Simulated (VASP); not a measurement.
AlGa2As3:

```
Al Ga As
1.0
     3.39726    0.00000    0.00000
     0.00000    3.39726    0.00000
     0.00000    0.00000   10.28567
Al Ga As
1 2 3
Direct
  0.50000 0.50000 0.00000
  0.50000 0.50000 0.32482
  0.50000 0.50000 0.67518
  0.00000 0.00000 0.83907
  0.00000 0.00000 0.16093
  0.00000 0.00000 0.50000
```

```yaml
Program: VASP 6.6.1
Task: relaxation of cell and atoms
Functional: PBE
Potentials_or_basis: VASP PAW PBE potentials, release 64 (Al, Ga_d, As)
Cutoff: 600 eV
k_mesh: 6 × 6 × 2
Occupations: gaussian, width 0.1 eV
Spin: no spin polarisation
```

At the start: pressure -3.5 GPa; volume 19.79 Å³/atom.

**Question.** How do energy, volume and symmetry change on relaxing?

**Answer.** Over 17 steps the energy falls by 44.4 meV/atom and the volume is 19.66 Å³/atom (-0.6 %); space group P4/mmm (No. 123, to 0.05 Å).

Step by step:
```
step  energy change (eV)  largest force (eV/Å)  pressure (GPa)  volume (Å³)
   1              0.0000                0.4711           -3.49       118.71
   2             -0.1044                0.4025            0.41       111.46
   3             -0.1046                0.3983            0.62       111.17
   4             -0.1302                0.3592            0.60       111.30
   5             -0.1834                0.2279            0.92       111.70
   6             -0.2108                0.2481            2.91       112.45
   7             -0.2140                0.1057            2.07       112.15
   8             -0.2424                0.1437            0.82       114.69
   9             -0.2536                0.1624           -0.41       117.45
  10             -0.2536                0.1633           -0.48       117.62
  11             -0.2598                0.1355           -0.45       117.98
  12             -0.2636                0.0903           -0.40       118.47
  13             -0.2637                0.0800           -0.38       118.57
  14             -0.2655                0.0638            0.08       117.78
  15             -0.2655                0.0633            0.08       117.77
  16             -0.2659                0.0494            0.04       117.84
  17             -0.2663                0.0257           -0.07       117.98
```

Final structure:
```yaml
crystal:
  lattice:
    - [3.32261, 0.00000, 0.00000]
    - [0.00000, 3.32261, 0.00000]
    - [0.00000, 0.00000, 10.68671]
  atoms:
    - { symbol: Al, position: [0.50000, 0.50000, 0.00000] }
    - { symbol: Ga, position: [0.50000, 0.50000, 0.33790] }
    - { symbol: Ga, position: [0.50000, 0.50000, 0.66210] }
    - { symbol: As, position: [0.00000, 0.00000, 0.86709] }
    - { symbol: As, position: [0.00000, 0.00000, 0.13291] }
    - { symbol: As, position: [0.00000, 0.00000, 0.50000] }
```
